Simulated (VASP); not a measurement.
Wanted: the native input for a VASP 6.6.1 run.

| Item | Value |
| --- | --- |
| Task | single point |
| Functional | PBE |
| Potentials or basis | VASP PAW PBE potentials, release 64 (Cd, Ga_d, O) |
| Cutoff | 520 eV |
| k mesh | 4 × 4 × 2 |
| Occupations | gaussian, width 0.1 eV |
| Spin | no spin polarisation |
| Dipole correction | no |
| Further INCAR settings | ALGO = Normal; EDIFF = 1e-06; NBANDS = 43 |

The structure of Cd3Ga2O lies in POSCAR:

```
Cd3Ga2O
1.0
    4.1886267700      0.0000000000      0.0000000000
    0.0000000000      4.1886267700      0.0000000000
    0.0000000000      0.0000000000      7.4905564000
Cd Ga O
3 2 1
Direct
    0.5000000000      0.5000000000      0.5000000000
    0.5000000000      0.5000000000      0.1922168700
    0.5000000000      0.5000000000      0.8077831300
    0.0000000000      0.5000000000      0.5000000000
    0.5000000000      0.0000000000      0.5000000000
    0.0000000000      0.0000000000      0.5000000000
```

The input as run:

INCAR

```
PREC = Accurate
ENCUT = 520
EDIFF = 1E-6
ISMEAR = 0
SIGMA = 0.1
LREAL = False
LASPH = True
NELM = 80
ALGO = Normal
ISIF = 2
LWAVE = False
LCHARG = False
GGA = PE
NBANDS = 43
```

KPOINTS

```
regular mesh
0
Gamma
  4 4 2
```

Potentials or basis: VASP PAW PBE potentials, release 64 (Cd, Ga_d, O).

Run with:

```sh
$ cat potpaw_PBE.64/Cd/POTCAR potpaw_PBE.64/Ga_d/POTCAR potpaw_PBE.64/O/POTCAR > POTCAR
$ mpirun -np 1 vasp_std > vasp.out
```

Results of the run:

```
Pressure               : 41.9 GPa
Largest force          : 6.132 eV/Å
Band gap on the k mesh : zero (band 34 reaches 2.93 eV, above the bottom of band 35 at 2.42 eV)
```

Caveat: the k points lie up to 0.42 Å⁻¹ apart; forces of over 1 eV/Å act on the atoms, so gaps and moduli don't describe the material at rest.

Wall time 2.2 min on 1 thread of Oxide Virtual Turin-like Processor (shared host), peak memory 0.21 GiB.
